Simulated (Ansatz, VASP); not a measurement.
**MgO in VASP and in Ansatz**

The input INCAR:

```
SYSTEM = MgO
PREC = Accurate ; ENCUT = 520
EDIFF = 1E-7 ; ISMEAR = 0
SIGMA = 0.05 ; LREAL = .FALSE.
LASPH = .TRUE. ; NELM = 60
ALGO = Normal ; ISIF = 2
LWAVE = .FALSE. ; LCHARG = .FALSE.
GGA = PE ; NBANDS = 11
```

The input KPOINTS:

```
regular mesh
0
G
  10 10 10
  0 0 0
```

POSCAR

```
MgO
1.0
    0.0000000000      2.0683823780      2.2752206158
    2.0683823780      0.0000000000      2.2752206158
    2.0683823780      2.0683823780      0.0000000000
Mg O
1 1
Direct
    0.0000000000      0.0000000000      0.0000000000
    0.5000000000      0.5000000000      0.5000000000
```

Input for Ansatz:

```yaml
crystal:
  lattice:
    - [0.0, 2.068382378, 2.2752206158]
    - [2.068382378, 0.0, 2.2752206158]
    - [2.068382378, 2.068382378, 0.0]
  atoms:
    - { symbol: Mg, position: [0.0, 0.0, 0.0] }
    - { symbol: O, position: [0.5, 0.5, 0.5] }
basis:
  ecutwfc: 420
kpoints:
  mp_grid: { grid: [10, 10, 10] }
hamiltonian:
  xc: pbe
scf:
  occupations: { method: gaussian, width: 0.05 }
output:
  forces: true
  stress: true
  eigenvalues: true
```

Alike in both runs: task single point; functional PBE; k mesh 10 × 10 × 10; occupations gaussian, width 0.05 eV; no spin polarisation.

```csv
,VASP,Ansatz
version,VASP 6.6.1,Ansatz 0.2.0
potentials or method,"VASP PAW PBE potentials, release 64 (Mg, O), cutoff 520 eV","scalar-relativistic, plane waves, PAW"
valence electrons in the cell,8,16
```

VASP gave:

| Item | Value |
| --- | --- |
| gap on the k mesh at the Fermi level (eV) | 4.19 |
| least direct gap on the mesh (eV) | 4.19 |
| pressure (GPa) | 0.1 |
| traceless stress, the component that is largest in VASP (GPa) | -9.19 |

Problem. Which values does Ansatz return?

Solution. gap on the k mesh at the Fermi level (eV): 4.21; least direct gap on the mesh (eV): 4.21; pressure (GPa): 0.8; traceless stress, the component that is largest in VASP (GPa): -9.16.

The functional is the same, so the differences come from potentials, cutoffs and numerics. VASP's potentials hold 8 valence electrons a cell and Ansatz's 16, so a difference there can come from the potentials and not from the codes.
